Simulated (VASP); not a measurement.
Runs of VASP 6.6.1 on MgS. Symmetry: F-43m, No. 216, cubic system. The conventional cell has a = 5.666 Å, b = 5.666 Å, c = 5.666 Å, α = 90.00°, β = 90.00°, γ = 90.00°. Mg (site symmetry -43m) has 4 S at 2.45 Å within 3.2 Å. S (site symmetry -43m) has 4 Mg at 2.45 Å within 3.2 Å. 

```csv
k mesh,gap on the mesh (eV),pressure (GPa)
4 × 4 × 4,3.28,-2.1
10 × 10 × 10,3.28,-2.2
2 × 2 × 2,3.17,(a)
6 × 6 × 6,3.28,-2.2
8 × 8 × 8,3.28,-2.2
```

Alike in all rows: task single point; level PBEsol+D3(BJ); potentials or basis VASP PAW PBE potentials, release 64 (Mg, S); no spin polarisation; cell as given; cutoff (eV) 520; smearing gaussian 0.01 eV.

Q: Estimate the missing entries.

A: (a) 1.1.

Caveats: some runs use coarse meshes; three body term missing; the PAW data sets were made with another functional, which shifts forces and pressure a little.

A k mesh can miss the band edges.
